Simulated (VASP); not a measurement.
# SiO2 (Imma) in VASP: notebook

Runs on SiO2. Level: LDA. Tasks: single point.

Program: VASP 6.6.1. These are calculated values, not measurements. Logs are shortened: lines on timing, memory, paths and dates and some standing lists are left out, and cuts for length are marked.

## (1) The cell of the first run

Symmetry: Imma, No. 74, orthorhombic system. Conventional cell: a = 5.230 Å, b = 9.476 Å, c = 8.873 Å, α = 90.00°, β = 90.00°, γ = 90.00°. Within 2.1 Å of Si (site symmetry m) lie 4 O at 1.59 to 1.61 Å. O (site symmetry mm2) has 2 Si at 1.61 Å within 2.1 Å. Within 2.1 Å of O (site symmetry 2) lie 2 Si at 1.60 Å. O (site symmetry 2/m) has 2 Si at 1.59 Å within 2.1 Å.

## (2) Single point, LDA

INCAR reads:

```
PREC = Accurate ; ENCUT = 520
EDIFF = 1E-6 ; ISMEAR = 0
SIGMA = 0.02 ; LREAL = False
LASPH = True ; NELM = 80
ALGO = Normal ; ISIF = 2
LWAVE = False ; LCHARG = False
NBANDS = 44
```

KPOINTS reads:

```
Automatic mesh
0
Gamma
  6 6 6
```

POSCAR reads:

```
SiO2
1.0
   -2.6150634109      4.7378720444      4.4366928288
    2.6150634109     -4.7378720444      4.4366928288
    2.6150634109      4.7378720444     -4.4366928288
Si O
4 8
Direct
    0.9275554307      0.8441015156      0.0834539151
    0.7393523996      0.1558984844      0.5834539151
    0.0724445693      0.1558984844      0.9165460849
    0.2606476004      0.8441015156      0.4165460849
    0.1278353151      0.8778353151      0.2500000000
    0.8721646849      0.1221646849      0.7500000000
    0.7902924887      0.5000000000      0.7902924887
    0.2097075113      0.0000000000      0.7097075113
    0.2097075113      0.5000000000      0.2097075113
    0.7902924887      0.0000000000      0.2902924887
    0.0000000000      0.0000000000      0.0000000000
    0.5000000000      0.0000000000      0.5000000000
```

Potentials or basis: VASP PAW LDA potentials, release 64 (Si, O).

On the command line:

```sh
$ cat potpaw_LDA.64/Si/POTCAR potpaw_LDA.64/O/POTCAR > POTCAR
$ mpirun -np 1 vasp_std > vasp.out
```

OUTCAR:

```text
PREC = Accurate
   ENCUT = 520
   EDIFF = 1E-6
   ISMEAR = 0
   LREAL = False
   LASPH = True
   NELM = 80
   ISIF = 2

 ion  position               nearest neighbor table
   1  0.928  0.844  0.083-  11 1.59  10 1.60   7 1.60   5 1.61   2 3.10   2 3.10
   2  0.739  0.156  0.583-  12 1.59  10 1.60   7 1.60   6 1.61   1 3.10   1 3.10
   3  0.072  0.156  0.917-  11 1.59   8 1.60   9 1.60   6 1.61   4 3.10   4 3.10
   4  0.261  0.844  0.417-  12 1.59   8 1.60   9 1.60   5 1.61   3 3.10   3 3.10
   5  0.128  0.878  0.250-   4 1.61   1 1.61
   6  0.872  0.122  0.750-   2 1.61   3 1.61
   7  0.790  0.500  0.790-   1 1.60   2 1.60
   8  0.210  0.000  0.710-   4 1.60   3 1.60
   9  0.210  0.500  0.210-   3 1.60   4 1.60
  10  0.790  0.000  0.290-   2 1.60   1 1.60
  11  0.000  0.000  0.000-   1 1.59   3 1.59
  12  0.500  0.000  0.500-   2 1.59   4 1.59

  LATTYP: Found a body centered orthorhombic cell.
 ALAT       =     5.2301268218
 B/A-ratio  =     1.6965909164
 C/A-ratio  =     1.8117618199

  Lattice vectors:

 A1 = (   2.6150634109,  -4.7378720444,  -4.4366928288)
 A2 = (  -2.6150634109,  -4.7378720444,   4.4366928288)
 A3 = (  -2.6150634109,   4.7378720444,  -4.4366928288)

Analysis of symmetry for initial positions (statically):
=====================================================================
 Subroutine PRICEL returns:
 Original cell was already a primitive cell.

 Routine SETGRP: Setting up the symmetry group for a
 body centered orthorhombic supercell.

 Subroutine GETGRP returns: Found  8 space group operations
 (whereof  4 operations were pure point group operations)
 out of a pool of  8 trial point group operations.

The static configuration has the point symmetry C_2h.
 The point group associated with its full space group is D_2h.

Analysis of symmetry for dynamics (positions and initial velocities):
=====================================================================
 Subroutine PRICEL returns:
 Original cell was already a primitive cell.

 Routine SETGRP: Setting up the symmetry group for a
 body centered orthorhombic supercell.

 Subroutine GETGRP returns: Found  8 space group operations
 (whereof  4 operations were pure point group operations)
 out of a pool of  8 trial point group operations.

The dynamic configuration has the point symmetry C_2h.
[... 129 lines left out ...]
   TEBEG  =    0.0;   TEEND  =   0.0 temperature during run
   PSTRESS=    0.0 pullay stress
   NELECT =      64.0000    total number of electrons
   NUPDOWN=      -1.0000    fix difference up-down
   EMIN   =  10.00;   EMAX   =-10.00  energy-range for DOS
   EFERMI =   0.00;   METHOD = LEGACY
   ISMEAR =     0;   SIGMA  =   0.02  broadening in eV -4-tet -1-fermi 0-gaus
   EFERMI_NEDOS =   21; number of points for ismear=-14 and -15
   IALGO  =     38    algorithm
   IMIX   =      4    mixing-type and parameters
     AMIX     =   0.40;   BMIX     =  1.00
     AMIX_MAG =   1.60;   BMIX_MAG =  1.00
  volume/ion in A,a.u.               =      18.32       123.65
  Fermi-wavevector in a.u.,A,eV,Ry     =   1.084942  2.050243 16.015406  1.177099
  Thomas-Fermi vector in A             =   2.221044
   LORBIT       =      0    0 simple, 1 ext, 2 COOP (PROOUT), +10 PAW based schemes
   GGA     = CA    functional components
   LHFCALC =     F    Hartree Fock is set to
   AEXX    =    0.0000 exact exchange contribution
   IVDW    =     0    specifies the selected vdW correction
   LEPSILON=     F    determine dielectric tensor
   LRPA    =     F    only Hartree local field effects (RPA)
 non-spin polarized calculation
 Gauss-broadening in eV      SIGMA  =   0.02
  energy-cutoff  :      520.00
  volume of cell :      219.88
 maximum number of plane-waves:      5956
 NGX is ok and might be reduce to    54
   NGX = 25   NGY = 25   NGZ = 25

 number of electron      64.0000004 magnetization

 Free energy of the ion-electron system (eV)
  ---------------------------------------------------
  ext. energy  EPLUGINS =         0.00000000
  ---------------------------------------------------
  free energy    TOTEN  =      -103.60999287 eV

  energy without entropy =     -103.60999287  energy(sigma->0) =     -103.60999287

 E-fermi :  -1.5044     XC(G=0):  -7.4544

 val. band max:       -1.6624807416   @ k =   0.0000   0.0000   0.0000
 cond. band min:       3.7599518598   @ k =   0.0000   0.0000   0.0000
 fundamental gap:      5.4224326014
 Fermi energy:        -1.5044321558

 k-point     1 :       0.0000    0.0000    0.0000
  band No.  band energies     occupation
      1     -21.0032      2.00000
      2     -20.0576      2.00000
      3     -19.5349      2.00000
      4     -19.4964      2.00000
      5     -18.9131      2.00000
      6     -18.8618      2.00000
[... 1117 lines left out ...]
     43       9.2732      0.00000
     44       9.4735      0.00000

 [... further k-points ...]

------------------------ aborting loop because EDIFF is reached ----------------------------------------

  FORCE on cell =-STRESS in cart. coord.  units (eV):
  Direction    XX          YY          ZZ          XY          YZ          ZX
  --------------------------------------------------------------------------------------
  -------------------------------------------------------------------------------------
  Total        0.6532955      0.4717263      0.5435550      0.0000000      0.0000000      0.0000000
  in kB        4.7603112      3.4372869      3.9606744      0.0000000      0.0000000      0.0000000
  external PRESSURE =       4.0527575 kB  Pullay stress =       0.0000000 kB

 VOLUME and BASIS-vectors are now :
 -----------------------------------------------------------------------------
  energy-cutoff  :      520.00
  volume of cell :      219.88
      direct lattice vectors                 reciprocal lattice vectors
    -2.615063411  4.737872044  4.436692829     0.000000000  0.105532609  0.112696556
     2.615063411 -4.737872044  4.436692829     0.191199953  0.000000000  0.112696556
     2.615063411  4.737872044 -4.436692829     0.191199953  0.105532609  0.000000000

 POSITION                                       TOTAL-FORCE (eV/Angst)
 -----------------------------------------------------------------------------------
      0.00000      0.79079      7.49004        -0.000000     -0.043916      0.035453
     -0.00000      5.52866      1.38335         0.000000     -0.043916     -0.035453
      2.61506      3.94708     -3.05335        -0.000000      0.043916     -0.035453
      2.61506     -0.79079      3.05335        -0.000000      0.043916      0.035453
      2.61506     -2.36894      3.35268        -0.000000     -0.000000      0.000243
      0.00000      7.10681      1.08401        -0.000000     -0.000000     -0.000243
      1.30753      5.11967      2.21835        -0.000000     -0.009001      0.000000
      1.30753      4.35607     -2.21835        -0.000000      0.009001      0.000000
      1.30753     -0.38180      2.21835        -0.000000      0.009001      0.000000
     -1.30753      5.11967      2.21835        -0.000000     -0.009001      0.000000
      0.00000      0.00000      0.00000        -0.000000     -0.000000      0.000000
      0.00000      4.73787      0.00000        -0.000000     -0.000000      0.000000
 -----------------------------------------------------------------------------------
    total drift:                                0.000000     -0.000004      0.000003

  FREE ENERGIE OF THE ION-ELECTRON SYSTEM (eV)
  ---------------------------------------------------
  free  energy   TOTEN  =      -103.6099928730 eV

  energy  without entropy=     -103.6099928730  energy(sigma->0) =     -103.60999287
```

stdout:

```text
POSCAR found type information on POSCAR SiO
 POSCAR found :  2 types and      12 ions
 scaLAPACK will be used
 LDA part: xc-table for (Slater(with rela. corr.)+CA(PZ))
 , standard interpolation
 POSCAR, INCAR and KPOINTS ok, starting setup
 FFT: planning ... GRIDC
 FFT: planning ... GRID_SOFT
 FFT: planning ... GRID
 WAVECAR not read
 entering main loop
```

Run time: 21 min. Hardware: 1 thread of Intel Xeon 8259CL, shared host; peak memory 0.5 GiB.

What came out:

```
Free energy            : -103.6100 eV
Pressure               : 0.4 GPa
Largest force          : 0.056 eV/Å
Band gap on the k mesh : 5.42 eV
```

Forces in eV/Å, atoms in the order of the input:
```
Si   0.000 -0.044  0.035
Si   0.000 -0.044 -0.035
Si   0.000  0.044 -0.035
Si   0.000  0.044  0.035
O    0.000  0.000  0.000
O    0.000  0.000  0.000
O    0.000 -0.009  0.000
O    0.000  0.009  0.000
O    0.000  0.009  0.000
O    0.000 -0.009  0.000
O    0.000  0.000  0.000
O    0.000  0.000  0.000
```

A k mesh can miss the band edges.

(Part 1 of 2 ends here.)
